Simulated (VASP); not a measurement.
Write the native input for VASP 6.6.1 that does the following.

```
Task                   : relaxation of cell and atoms
Functional             : PBEsol
Potentials or basis    : VASP PAW PBE potentials, release 64 (Mo_sv, Se)
Cutoff                 : 600 eV
k mesh                 : 14 × 14 × 14
Occupations            : gaussian, width 0.1 eV
Spin                   : no spin polarisation
Dipole correction      : no
Further INCAR settings : ALGO = Normal; EDIFF = 1e-06; IBRION = 2; EDIFFG = -0.01; NSW = 100; ISIF = 3
```

The structure of MoSe lies in POSCAR:

```
MoSe
1.0
    0.0000000000      2.5490353640      2.5490353640
    2.5490353640      0.0000000000      2.5490353640
    2.5490353640      2.5490353640      0.0000000000
Mo Se
1 1
Direct
    0.0000000000      0.0000000000      0.0000000000
    0.5000000000      0.5000000000      0.5000000000
```

One way to write it, as run:

INCAR

```
SYSTEM = MoSe
  ALGO = Normal
  EDIFF = 1E-6
  EDIFFG = -0.01
  ENCUT = 600
  GGA = PS
  IBRION = 2
  ISIF = 3
  ISMEAR = 0
  LASPH = .True.
  LCHARG = .False.
  LREAL = .False.
  LWAVE = .False.
  NELM = 60
  NSW = 100
  PREC = Accurate
  SIGMA = 0.1
```

KPOINTS

```
k-points
0
Gamma
  14 14 14
  0 0 0
```

Potentials or basis: VASP PAW PBE potentials, release 64 (Mo_sv, Se).

Command:

```bash
$ cat potpaw_PBE.64/Mo_sv/POTCAR potpaw_PBE.64/Se/POTCAR > POTCAR
$ mpirun -np 1 vasp_std > vasp.out
```

Results of the run:

- Relaxed volume: 17.11 Å³/atom
- Relaxed cell: a = 3.644 Å, b = 3.644 Å, c = 3.644 Å, α = 60.00°, β = 60.00°, γ = 60.00°
- Space group after relaxing (to 0.1 Å): Fm-3m (No. 225)
- Energy gained by relaxing: 9.1 meV/atom
- Ionic steps: 3
- Pressure after relaxing: 0.0 GPa
- Band gap on the k mesh: zero (bands 10 and 11 overlap by 2.38 eV)

Caveat: the PAW data sets were made with another functional, which shifts forces and pressure a little.

It took 3.3 min on 1 thread of Intel Xeon 8259CL (shared host), peak memory 0.23 GiB.
